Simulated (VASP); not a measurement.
Here is a VASP 6.6.1 calculation.

POSCAR

```
GaP
1.0
    0.0000000000      2.7432985392      2.7432985392
    2.7432985392      0.0000000000      2.7432985392
    2.7432985392      2.7432985392      0.0000000000
Ga P
1 1
Direct
    0.0000000000      0.0000000000      0.0000000000
    0.7500000000      0.7500000000      0.7500000000
```

INCAR.step1

```
SYSTEM = GaP
PREC     = Accurate       ! precision mode
ENCUT    = 520            ! plane-wave cutoff, eV
ISMEAR   = -1             ! smearing method
SIGMA    = 0.05           ! smearing width, eV
LREAL    = .False.        ! projectors in reciprocal space
LASPH    = .True.         ! aspherical terms in the spheres
NELM     = 80             ! most SCF steps
NBANDS   = 16             ! bands
GGA      = PE             ! functional
ALGO     = Normal         ! electronic algorithm
EDIFF    = 1E-4           ! SCF threshold, eV
LWAVE    = .True.         ! write WAVECAR
LCHARG   = .False.        ! write CHGCAR
```

The input INCAR.step2:

```
SYSTEM = GaP
PREC     = Accurate       ! precision mode
ENCUT    = 520            ! plane-wave cutoff, eV
EDIFF    = 1E-7           ! SCF threshold, eV
ISMEAR   = -1             ! smearing method
SIGMA    = 0.05           ! smearing width, eV
LREAL    = .False.        ! projectors in reciprocal space
LASPH    = .True.         ! aspherical terms in the spheres
NELM     = 80             ! most SCF steps
ALGO     = Normal         ! electronic algorithm
ISIF     = 2              ! what is computed and relaxed
LWAVE    = .False.        ! write WAVECAR
LCHARG   = .False.        ! write CHGCAR
METAGGA  = R2SCAN         ! meta-GGA
LMIXTAU  = .True.       
IVDW     = 13             ! dispersion correction
VDW_S6   = 1.0          
VDW_S8   = 0.6018749    
VDW_A1   = 0.51559235   
VDW_A2   = 5.77342911   
NBANDS   = 16             ! bands
ISTART   = 1
```

KPOINTS

```
Automatic mesh
0
Gamma
  8 8 8
  0 0 0
```

Potentials or basis: VASP PAW PBE potentials, release 64 (Ga_d, P).

Command:

```console
$ cat potpaw_PBE.64/Ga_d/POTCAR potpaw_PBE.64/P/POTCAR > POTCAR
$ cp INCAR.step1 INCAR
$ mpirun -np 1 vasp_std > vasp.out
$ cp INCAR.step2 INCAR
$ mpirun -np 1 vasp_std > vasp.out
```

(1) Predict the band gap on the k mesh.

(2) Predict the dispersion energy per atom.

(3) Predict the pressure.

## Answers

(1) 1.93 eV (least direct gap 2.17 eV).

(2) -0.143 eV.

(3) -2.7 GPa.

Caveat: the PAW data sets were made with another functional, which shifts forces and pressure a little.
